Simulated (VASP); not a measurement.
Write the native input for VASP 6.6.1 that does the following.

- Task: single point
- Functional: PBE
- Potentials or basis: VASP PAW PBE potentials, release 64 (Ti_sv, H)
- Cutoff: 520 eV
- k mesh: 5 × 6 × 1
- Occupations: gaussian, width 0.1 eV
- Spin: no spin polarisation
- Dipole correction: yes
- Further INCAR settings: ALGO = Normal; EDIFF = 1e-07; NBANDS = 86

The structure of Ti6H lies in POSCAR:

```
Ti6H
1.0
    5.6639455763      0.0000000000      0.0000000000
    0.0000000000      4.5793473381      0.0000000000
    0.0000000000      0.0000000000     24.5506933039
Ti H
12 2
Direct
    0.2500000000      0.0000000000      0.1629281891
    0.7500000000      0.0000000000      0.1629281891
    0.0000000000      0.5000000000      0.2167736627
    0.5000000000      0.5000000000      0.2167736627
    0.2500000000      0.0000000000      0.2706191363
    0.7500000000      0.0000000000      0.2706191363
    0.2500000000      0.5000000000      0.3256599435
    0.7500000000      0.5000000000      0.3256599435
    0.0000000000      0.0000000000      0.3779650127
    0.5000000000      0.0000000000      0.3779650127
    0.2500000000      0.5000000000      0.4297513383
    0.7500000000      0.5000000000      0.4297513383
   -0.0573804949      0.0000000000      0.5519474801
    0.0573804949      0.0000000000      0.5519474801
```

One way to write it, as run:

INCAR

```
SYSTEM = Ti6H
PREC = Accurate
ENCUT = 520
EDIFF = 1E-7
ISMEAR = 0
SIGMA = 0.1
LREAL = .FALSE.
LASPH = .TRUE.
NELM = 100
ALGO = Normal
ISIF = 2
LWAVE = .FALSE.
LCHARG = .TRUE.
LDIPOL = .TRUE.
IDIPOL = 3
DIPOL = 0.5 0.5 0.334
GGA = PE
LELF = .TRUE.
LVHAR = .TRUE.
LVACPOTAV = .TRUE.
NBANDS = 86
```

KPOINTS

```
Automatic mesh
0
G
  5 6 1
  0 0 0
```

Potentials or basis: VASP PAW PBE potentials, release 64 (Ti_sv, H).

Run with:

```bash
$ cat potpaw_PBE.64/Ti_sv/POTCAR potpaw_PBE.64/H/POTCAR > POTCAR
$ mpirun -np 1 vasp_std > vasp.out
```

It gave:

```
Largest force          : 4.896 eV/Å
Band gap on the k mesh : zero (band 73 reaches 0.62 eV, above the bottom of band 74 at 0.51 eV)
```

Run time: 50 min on 1 thread of Intel(R) Xeon(R) Platinum 8488C (Sapphire Rapids), on a shared host, peak memory 0.84 GiB.
